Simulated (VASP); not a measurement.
# ZnCu in VASP: settings compared, part 2 of 2

VASP 6.6.1. The steps go on from the part before.

### 4 Single point, r2SCAN

This run uses another cell than the first one, of 12.46 Å³/atom, 0.938 times its volume.

File POSCAR:

```
ZnCu
1.0
    2.9207323114      0.0000000000      0.0000000000
    0.0000000000      2.9207323114      0.0000000000
    0.0000000000      0.0000000000      2.9207323114
Zn Cu
1 1
Direct
    0.5000000000      0.5000000000      0.5000000000
    0.0000000000      0.0000000000      0.0000000000
```

File INCAR.step1:

```
PREC = Accurate ; ENCUT = 520
ISMEAR = -1 ; SIGMA = 0.05
LREAL = F ; LASPH = T
NELM = 60 ; NBANDS = 18
GGA = PE ; ALGO = Normal
EDIFF = 1E-4 ; LWAVE = T
LCHARG = F
```

File INCAR.step2:

```
PREC = Accurate ; ENCUT = 520
EDIFF = 1E-6 ; ISMEAR = -1
SIGMA = 0.05 ; LREAL = F
LASPH = T ; NELM = 60
ALGO = Normal ; ISIF = 2
LWAVE = F ; LCHARG = F
METAGGA = R2SCAN ; LMIXTAU = T
NBANDS = 18 ; ISTART = 1
```

File KPOINTS:

```
Automatic mesh
0
Gamma
  9 9 9
```

Potentials or basis: VASP PAW PBE potentials, release 64 (Zn, Cu).

On the command line:

```console
$ cat potpaw_PBE.64/Zn/POTCAR potpaw_PBE.64/Cu/POTCAR > POTCAR
$ cp INCAR.step1 INCAR
$ mpirun -np 1 vasp_std > vasp.out
$ cp INCAR.step2 INCAR
$ mpirun -np 1 vasp_std > vasp.out
```

OUTCAR:

```text
PREC = Accurate
   ENCUT = 520
   EDIFF = 1E-6
   ISMEAR = -1
   LREAL = F
   LASPH = T
   NELM = 60
   ISIF = 2
   METAGGA = R2SCAN
   ISTART = 1

 ion  position               nearest neighbor table
   1  0.500  0.500  0.500-   2 2.53   2 2.53   2 2.53   2 2.53   2 2.53   2 2.53   2 2.53   2 2.53

   2  0.000  0.000  0.000-   1 2.53   1 2.53   1 2.53   1 2.53   1 2.53   1 2.53   1 2.53   1 2.53

  LATTYP: Found a simple cubic cell.
 ALAT       =     2.9207323114

  Lattice vectors:

 A1 = (   2.9207323114,   0.0000000000,   0.0000000000)
 A2 = (   0.0000000000,   2.9207323114,   0.0000000000)
 A3 = (   0.0000000000,   0.0000000000,   2.9207323114)

Analysis of symmetry for initial positions (statically):
=====================================================================
 Subroutine PRICEL returns:
 Original cell was already a primitive cell.

 Routine SETGRP: Setting up the symmetry group for a
 simple cubic supercell.

 Subroutine GETGRP returns: Found 48 space group operations
 (whereof 48 operations were pure point group operations)
 out of a pool of 48 trial point group operations.

The static configuration has the point symmetry O_h .

Analysis of symmetry for dynamics (positions and initial velocities):
=====================================================================
 Subroutine PRICEL returns:
 Original cell was already a primitive cell.

 Routine SETGRP: Setting up the symmetry group for a
 simple cubic supercell.

 Subroutine GETGRP returns: Found 48 space group operations
 (whereof 48 operations were pure point group operations)
 out of a pool of 48 trial point group operations.

The dynamic configuration has the point symmetry O_h .

 Subroutine INISYM returns: Found 48 space group operations
 (whereof 48 operations are pure point group operations),
 and found     1 'primitive' translations

----------------------------------------------------------------------------------------

                                     Primitive cell

  volume of cell :      24.9158

  direct lattice vectors                    reciprocal lattice vectors
     2.920732311  0.000000000  0.000000000     0.342379887  0.000000000  0.000000000
     0.000000000  2.920732311  0.000000000     0.000000000  0.342379887  0.000000000
     0.000000000  0.000000000  2.920732311     0.000000000  0.000000000  0.342379887

  length of vectors
     2.920732311  2.920732311  2.920732311     0.342379887  0.342379887  0.342379887

  position of ions in fractional coordinates (direct lattice)
     0.500000000  0.500000000  0.500000000
     0.000000000  0.000000000  0.000000000

  ion indices of the primitive-cell ions
   primitive index   ion index
                 1           1
                 2           2

----------------------------------------------------------------------------------------

 KPOINTS: Automatic mesh

Automatic generation of k-mesh.
 Grid dimensions read from file:
 generate k-points for:    9    9    9

 Generating k-lattice:

  Cartesian coordinates                     Fractional coordinates (reciprocal lattice)
     0.038042210  0.000000000  0.000000000     0.111111111  0.000000000  0.000000000
     0.000000000  0.038042210  0.000000000     0.000000000  0.111111111  0.000000000
     0.000000000  0.000000000  0.038042210     0.000000000  0.000000000  0.111111111

  Length of vectors
     0.038042210  0.038042210  0.038042210

  Shift w.r.t. Gamma in fractional coordinates (k-lattice)
     0.000000000  0.000000000  0.000000000

 Subroutine IBZKPT returns following result:
 ===========================================

 Found     35 irreducible k-points:

 Following reciprocal coordinates:
            Coordinates               Weight
  0.000000  0.000000  0.000000      1.000000
  0.111111  0.000000  0.000000      6.000000
  0.222222  0.000000  0.000000      6.000000
  0.333333  0.000000  0.000000      6.000000
  0.444444  0.000000  0.000000      6.000000
  0.111111  0.111111  0.000000     12.000000
[... 16 lines left out ...]
  0.333333  0.333333  0.111111     24.000000
  0.444444  0.333333  0.111111     48.000000
 [... further k-points ...]
   k-points           NKPTS =     35   k-points in BZ     NKDIM =     35   number of bands    NBANDS=     18
   number of dos      NEDOS =    301   number of ions     NIONS =      2
   total plane-waves  NPLWV =  13824
   dimension x,y,z NGX =    24 NGY =   24 NGZ =   24
   dimension x,y,z NGXF=    48 NGYF=   48 NGZF=   48
   ions per type =               1   1
   NGX,Y,Z   is equivalent  to a cutoff of  13.66, 13.66, 13.66 a.u.
   NGXF,Y,Z  is equivalent  to a cutoff of  27.32, 27.32, 27.32 a.u.
 SYSTEM =  unknown system
   PREC   = accura    normal or accurate (medium, high low for compatibility)
   ISTART =      1    job   : 0-new  1-cont  2-samecut
   ICHARG =      0    charge: 1-file 2-atom 10-const
   ISPIN  =      1    spin polarized calculation?
   LNONCOLLINEAR =      F non collinear calculations
   LSORBIT =      F    spin-orbit coupling
   LASPH  =      T    aspherical Exc in radial PAW
   ENCUT  =  520.0 eV  38.22 Ry    6.18 a.u.   5.43  5.43  5.43*2*pi/ulx,y,z
   NELM   =     60;   NELMIN=  2; NELMDL=  0     # of ELM steps
   EDIFF  = 0.1E-05   stopping-criterion for ELM
   LREAL  =      F    real-space projection
   EDIFFG = 0.1E-04   stopping-criterion for IOM
   NSW    =      0    number of steps for IOM
   IBRION =     -1    ionic relax: 0-MD 1-quasi-New 2-CG
   NFREE  =      0    steps in history (QN), initial steepest desc. (CG)
   ISIF   =      2    stress and relaxation
   ISYM   =      2    0-nonsym 1-usesym 2-fastsym
   POTIM  = 0.5000    time-step for ionic-motion
   TEBEG  =    0.0;   TEEND  =   0.0 temperature during run
   PSTRESS=    0.0 pullay stress
   NELECT =      23.0000    total number of electrons
   NUPDOWN=      -1.0000    fix difference up-down
   EMIN   =  10.00;   EMAX   =-10.00  energy-range for DOS
   EFERMI =   0.00;   METHOD = LEGACY
   ISMEAR =    -1;   SIGMA  =   0.05  broadening in eV -4-tet -1-fermi 0-gaus
   EFERMI_NEDOS =   21; number of points for ismear=-14 and -15
   IALGO  =     38    algorithm
   IMIX   =      4    mixing-type and parameters
     AMIX     =   0.40;   BMIX     =  1.00
     AMIX_MAG =   1.60;   BMIX_MAG =  1.00
  volume/ion in A,a.u.               =      12.46        84.07
  Fermi-wavevector in a.u.,A,eV,Ry     =   1.594015  3.012251 34.570815  2.540883
  Thomas-Fermi vector in A             =   2.692155
   LORBIT       =      0    0 simple, 1 ext, 2 COOP (PROOUT), +10 PAW based schemes
   METAGGA = R2SCAN    functional components
   LHFCALC =     F    Hartree Fock is set to
   AEXX    =    0.0000 exact exchange contribution
   IVDW    =     0    specifies the selected vdW correction
   LEPSILON=     F    determine dielectric tensor
   LRPA    =     F    only Hartree local field effects (RPA)
 non-spin polarized calculation
  energy-cutoff  :      520.00
  volume of cell :       24.92
 maximum number of plane-waves:       691
 NGX is ok and might be reduce to    24
   NGX = 11   NGY = 11   NGZ = 11

 number of electron      22.9999986 magnetization

 Free energy of the ion-electron system (eV)
  ---------------------------------------------------
  ext. energy  EPLUGINS =         0.00000000
  ---------------------------------------------------
  free energy    TOTEN  =       -19.92438233 eV

  energy without entropy =      -19.92028579  energy(sigma->0) =      -19.92233406

 E-fermi :   5.6636     XC(G=0): -13.6873

 val. band max:        5.5659684115   @ k =   0.3333   0.2222   0.0000
 cond. band min:       5.7519913396   @ k =   0.4444   0.4444   0.2222
 fundamental gap:      0.1860229281
 Fermi energy:         5.6635952212

 k-point     1 :       0.0000    0.0000    0.0000
  band No.  band energies     occupation
      1      -5.3532      2.00000
      2      -2.6446      2.00000
      3      -2.6446      2.00000
      4      -1.8721      2.00000
      5      -1.8721      2.00000
      6      -1.8721      2.00000
[... 10 lines left out ...]
     17      19.1871      0.00000
     18      30.3059      0.00000

 k-point     2 :       0.1111    0.0000    0.0000
  band No.  band energies     occupation
      1      -5.1164      2.00000
      2      -2.6161      2.00000
      3      -2.5937      2.00000
      4      -1.8929      2.00000
      5      -1.8929      2.00000
      6      -1.8618      2.00000
[... 10 lines left out ...]
     17      20.6719      0.00000
     18      28.1743      0.00000
[... 442 lines left out ...]
 k-point    24 :       0.4444    0.3333    0.1111
  band No.  band energies     occupation
      1      -2.6850      2.00000
      2      -2.4052      2.00000
      3      -2.1742      2.00000
      4      -2.1120      2.00000
      5      -1.7969      2.00000
      6       0.2676      2.00000
[... 10 lines left out ...]
     17      21.9450      0.00000
     18      23.1600      0.00000

 [... further k-points ...]
[... 5 lines left out ...]
  --------------------------------------------------------------------------------------
  -------------------------------------------------------------------------------------
  Total        0.1035079      0.1035079      0.1035079     -0.0000000     -0.0000000      0.0000000
  in kB        6.6559320      6.6559320      6.6559320     -0.0000000     -0.0000000      0.0000000
  external PRESSURE =       6.6559320 kB  Pullay stress =       0.0000000 kB

 VOLUME and BASIS-vectors are now :
 -----------------------------------------------------------------------------
  energy-cutoff  :      520.00
  volume of cell :       24.92
      direct lattice vectors                 reciprocal lattice vectors
     2.920732311  0.000000000  0.000000000     0.342379887  0.000000000  0.000000000
     0.000000000  2.920732311  0.000000000     0.000000000  0.342379887  0.000000000
     0.000000000  0.000000000  2.920732311     0.000000000  0.000000000  0.342379887

 POSITION                                       TOTAL-FORCE (eV/Angst)
 -----------------------------------------------------------------------------------
      1.46037      1.46037      1.46037         0.000000      0.000000      0.000000
      0.00000      0.00000      0.00000         0.000000      0.000000      0.000000
 -----------------------------------------------------------------------------------
    total drift:                                0.000000      0.000000     -0.000000

  FREE ENERGIE OF THE ION-ELECTRON SYSTEM (eV)
  ---------------------------------------------------
  free  energy   TOTEN  =       -19.9243823277 eV

  energy  without entropy=      -19.9202857863  energy(sigma->0) =      -19.92233406
```

It took 68 s on 1 thread of Intel Xeon 8259CL, shared host; peak memory 0.15 GiB.

What came out:

* Free energy: -19.9244 eV
* Pressure: 0.7 GPa

Levels at points of the mesh, in eV from the Fermi level:
| k point | band 9 | band 10 | band 11 | band 12 | band 13 | band 14 |
| --- | --- | --- | --- | --- | --- | --- |
| (0.00, 0.00, 0.00) | -2.94 | -2.94 | -2.94 | 6.66 | 6.66 | 6.66 |

Caveat: the PAW data sets were made with another functional, which shifts forces and pressure a little.

### 5 Single point, PBE

This run uses another cell than the first one, of 11.77 Å³/atom, 0.886 times its volume.

File INCAR:

```
SYSTEM = ZnCu
ALGO = Fast
EDIFF = 1E-6
ENCUT = 520
GGA = PE
ISIF = 2
ISMEAR = -1
LASPH = .TRUE.
LCHARG = .FALSE.
LREAL = .FALSE.
LWAVE = .FALSE.
NBANDS = 18
NELM = 60
PREC = Accurate
SIGMA = 0.05
```

File KPOINTS:

```
k-points
0
G
  8 8 8
  0 0 0
```

File POSCAR:

```
ZnCu
1.0
    2.8272000000      0.0000000000      0.0000000000
    0.0000000000      2.8272000000      0.0000000000
    0.0000000000      0.0000000000      2.9450000000
Zn Cu
1 1
Direct
    0.5000000000      0.5000000000      0.5000000000
    0.0000000000      0.0000000000      0.0000000000
```

Potentials or basis: VASP PAW PBE potentials, release 64 (Zn, Cu).

On the command line:

```console
$ cat potpaw_PBE.64/Zn/POTCAR potpaw_PBE.64/Cu/POTCAR > POTCAR
$ mpirun -np 1 vasp_std > vasp.out
```

OUTCAR:

```text
SYSTEM = ZnCu
   EDIFF = 1E-6
   ENCUT = 520
   GGA = PE
   ISIF = 2
   ISMEAR = -1
   LASPH = .TRUE.
   LREAL = .FALSE.
   NELM = 60
   PREC = Accurate

 ion  position               nearest neighbor table
   1  0.500  0.500  0.500-   2 2.48   2 2.48   2 2.48   2 2.48   2 2.48   2 2.48   2 2.48   2 2.48

   2  0.000  0.000  0.000-   1 2.48   1 2.48   1 2.48   1 2.48   1 2.48   1 2.48   1 2.48   1 2.48

  LATTYP: Found a simple tetragonal cell.
 ALAT       =     2.8272000000
 C/A-ratio  =     1.0416666667

  Lattice vectors:

 A1 = (   2.8272000000,   0.0000000000,   0.0000000000)
 A2 = (   0.0000000000,   2.8272000000,   0.0000000000)
 A3 = (   0.0000000000,   0.0000000000,   2.9450000000)

Analysis of symmetry for initial positions (statically):
=====================================================================
 Subroutine PRICEL returns:
 Original cell was already a primitive cell.

 Routine SETGRP: Setting up the symmetry group for a
 simple tetragonal supercell.

 Subroutine GETGRP returns: Found 16 space group operations
 (whereof 16 operations were pure point group operations)
 out of a pool of 16 trial point group operations.

The static configuration has the point symmetry D_4h.

Analysis of symmetry for dynamics (positions and initial velocities):
=====================================================================
 Subroutine PRICEL returns:
 Original cell was already a primitive cell.

 Routine SETGRP: Setting up the symmetry group for a
 simple tetragonal supercell.

 Subroutine GETGRP returns: Found 16 space group operations
 (whereof 16 operations were pure point group operations)
 out of a pool of 16 trial point group operations.

The dynamic configuration has the point symmetry D_4h.

 Subroutine INISYM returns: Found 16 space group operations
 (whereof 16 operations are pure point group operations),
 and found     1 'primitive' translations
[... 104 lines left out ...]
   TEBEG  =    0.0;   TEEND  =   0.0 temperature during run
   PSTRESS=    0.0 pullay stress
   NELECT =      23.0000    total number of electrons
   NUPDOWN=      -1.0000    fix difference up-down
   EMIN   =  10.00;   EMAX   =-10.00  energy-range for DOS
   EFERMI =   0.00;   METHOD = LEGACY
   ISMEAR =    -1;   SIGMA  =   0.05  broadening in eV -4-tet -1-fermi 0-gaus
   EFERMI_NEDOS =   21; number of points for ismear=-14 and -15
   IALGO  =     68    algorithm
   IMIX   =      4    mixing-type and parameters
     AMIX     =   0.40;   BMIX     =  1.00
     AMIX_MAG =   1.60;   BMIX_MAG =  1.00
  volume/ion in A,a.u.               =      11.77        79.43
  Fermi-wavevector in a.u.,A,eV,Ry     =   1.624494  3.069848 35.905493  2.638979
  Thomas-Fermi vector in A             =   2.717771
   LORBIT       =      0    0 simple, 1 ext, 2 COOP (PROOUT), +10 PAW based schemes
   GGA     = PE    functional components
   LHFCALC =     F    Hartree Fock is set to
   AEXX    =    0.0000 exact exchange contribution
   IVDW    =     0    specifies the selected vdW correction
   LEPSILON=     F    determine dielectric tensor
   LRPA    =     F    only Hartree local field effects (RPA)
 non-spin polarized calculation
 RMM-DIIS sequential band-by-band and
  energy-cutoff  :      520.00
  volume of cell :       23.54
 maximum number of plane-waves:       656
 NGX is ok and might be reduce to    24
   NGX = 11   NGY = 11   NGZ = 11

 number of electron      23.0000019 magnetization

 Free energy of the ion-electron system (eV)
  ---------------------------------------------------
  ext. energy  EPLUGINS =         0.00000000
  ---------------------------------------------------
  free energy    TOTEN  =        -4.90494160 eV

  energy without entropy =       -4.89922933  energy(sigma->0) =       -4.90208547

 E-fermi :   6.1708     XC(G=0): -12.8655

 val. band max:        6.1270962676   @ k =   0.3750   0.1250   0.2500
 cond. band min:       6.1979812526   @ k =   0.3750   0.2500   0.1250
 fundamental gap:      0.0708849850
 Fermi energy:         6.1707895352

 k-point     1 :       0.0000    0.0000    0.0000
  band No.  band energies     occupation
      1      -4.6362      2.00000
      2      -1.8051      2.00000
      3      -1.7887      2.00000
      4      -0.9699      2.00000
      5      -0.9699      2.00000
      6      -0.9093      2.00000
[... 481 lines left out ...]
      5      -0.9881      2.00000
      6       0.6624      2.00000
[... 10 lines left out ...]
     17      23.6007      0.00000
     18      24.4679      0.00000

 [... further k-points ...]
[... 5 lines left out ...]
  --------------------------------------------------------------------------------------
  -------------------------------------------------------------------------------------
  Total        2.4038519      2.4038519      2.2391832      0.0000000      0.0000000      0.0000000
  in kB      163.6137981    163.6137981    152.4059225      0.0000000      0.0000000      0.0000000
  external PRESSURE =     159.8778395 kB  Pullay stress =       0.0000000 kB

 VOLUME and BASIS-vectors are now :
 -----------------------------------------------------------------------------
  energy-cutoff  :      520.00
  volume of cell :       23.54
      direct lattice vectors                 reciprocal lattice vectors
     2.827200000  0.000000000  0.000000000     0.353706848  0.000000000  0.000000000
     0.000000000  2.827200000  0.000000000     0.000000000  0.353706848  0.000000000
     0.000000000  0.000000000  2.945000000     0.000000000  0.000000000  0.339558574

 POSITION                                       TOTAL-FORCE (eV/Angst)
 -----------------------------------------------------------------------------------
      1.41360      1.41360      1.47250         0.000000      0.000000      0.000000
      0.00000      0.00000      0.00000         0.000000      0.000000      0.000000
 -----------------------------------------------------------------------------------
    total drift:                                0.000000      0.000000     -0.000000

  FREE ENERGIE OF THE ION-ELECTRON SYSTEM (eV)
  ---------------------------------------------------
  free  energy   TOTEN  =        -4.9049416042 eV

  energy  without entropy=       -4.8992293315  energy(sigma->0) =       -4.90208547
```

Wall time 44 s (1 thread of Intel Xeon 8259CL, shared host); peak memory 0.16 GiB.

Results:

| Item | Value |
| --- | --- |
| Free energy | -4.9049 eV |
| Pressure | 16.0 GPa |

Stress tensor (GPa, compression positive):
```
16.36  0.00  0.00
 0.00 16.36  0.00
 0.00  0.00 15.24
```

Levels at points of the mesh, in eV from the Fermi level:
| k point | band 9 | band 10 | band 11 | band 12 | band 13 | band 14 | band 15 | band 16 |
| --- | --- | --- | --- | --- | --- | --- | --- | --- |
| (0.00, 0.00, 0.00) | -2.70 | -2.70 | -2.66 | 5.73 | 7.24 | 7.24 | 11.35 | 12.38 |
| (0.50, 0.00, 0.00) | -3.44 | -3.28 | -2.81 | -1.79 | 11.90 | 12.42 | 13.26 | 13.76 |
| (0.50, 0.50, 0.00) | -2.88 | -2.39 | -1.76 | -1.76 | 2.60 | 2.94 | 14.32 | 15.67 |
| (0.00, 0.00, 0.50) | -3.27 | -3.27 | -2.75 | -2.08 | 12.82 | 12.82 | 13.48 | 13.48 |
| (0.50, 0.00, 0.50) | -2.81 | -2.47 | -2.10 | -2.01 | 2.19 | 2.49 | 15.43 | 16.74 |
| (0.50, 0.50, 0.50) | -2.46 | -2.37 | 4.67 | 4.68 | 4.68 | 4.86 | 4.86 | 4.86 |

### 6 Summary

```csv
level,cell,k mesh,gap on the mesh (eV),pressure (GPa)
PBE,"a = 3.004, b = 3.004, c = 2.945 Å, 2 atoms",7 × 7 × 8,none,-1.9
PBE,"a = 3.063, b = 3.063, c = 2.945 Å, 2 atoms",7 × 7 × 8,none,-5.4
r2SCAN,"a = 2.921 Å, 2 atoms",9 × 9 × 9,none,0.7
PBE,"a = 2.827, b = 2.827, c = 2.945 Å, 2 atoms",8 × 8 × 8,none,16.0
```

Alike in all rows: task single point; potentials or basis VASP PAW PBE potentials, release 64 (Zn, Cu); no spin polarisation; cutoff (eV) 520; smearing fermi-dirac 0.05 eV.

Caveats: the PAW data sets were made with another functional, which shifts forces and pressure a little (some runs).

Total energies depend on the potentials used, so only differences within one code and one set of settings carry meaning.
